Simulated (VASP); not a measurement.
Write the native input for VASP 6.6.1 that does the following.

- Task: relaxation of cell and atoms
- Functional: PBE
- Dispersion: D3(BJ)
- Potentials or basis: VASP PAW PBE potentials, release 64 (Si)
- Cutoff: 600 eV
- k mesh: 12 × 12 × 6
- Occupations: gaussian, width 0.02 eV
- Spin: no spin polarisation
- Dipole correction: no
- Further INCAR settings: ALGO = Normal; EDIFF = 1e-06; IBRION = 2; EDIFFG = -0.005; NSW = 100; ISIF = 3

The structure of Si lies in POSCAR:

```
Si
1.0
    3.8313174605      0.0000000000      0.0000000000
   -1.9156587303      3.3180182508      0.0000000000
    0.0000000000      0.0000000000      6.3326220002
Si
4
Direct
    0.3333333300      0.6666666700      0.0630095000
    0.6666666700      0.3333333300      0.5630095000
    0.3333333300      0.6666666700      0.4369905000
    0.6666666700      0.3333333300      0.9369905000
```

The input as run:

INCAR

```
ALGO = Normal
EDIFF = 1E-6
EDIFFG = -0.005
ENCUT = 600
GGA = PE
IBRION = 2
ISIF = 3
ISMEAR = 0
IVDW = 12
LASPH = True
LCHARG = False
LREAL = False
LWAVE = False
NELM = 80
NSW = 100
PREC = Accurate
SIGMA = 0.02
```

KPOINTS

```
k-points
0
Gamma
  12 12 6
```

Potentials or basis: VASP PAW PBE potentials, release 64 (Si).

Run with:

```bash
$ cat potpaw_PBE.64/Si/POTCAR > POTCAR
$ mpirun -np 1 vasp_std > vasp.out
```

Results of the run:

| Quantity | Value |
| --- | --- |
| Relaxed volume | 19.89 Å³/atom |
| Relaxed cell | a = 3.816 Å, b = 3.816 Å, c = 6.310 Å, α = 90.00°, β = 90.00°, γ = 120.00° |
| Space group after relaxing (to 0.05 Å) | P6_3/mmc (No. 194) |
| Energy gained by relaxing | 0.8 meV/atom |
| Ionic steps | 5 |
| Pressure after relaxing | 0.0 GPa |
| Band gap on the k mesh | 0.39 eV, indirect (least direct gap 1.07 eV) |
| Dispersion energy per atom | -0.316 eV |

It took 57 s on 1 thread of Intel(R) Xeon(R) 6975P-C (Granite Rapids) (shared host), peak memory 0.27 GiB.
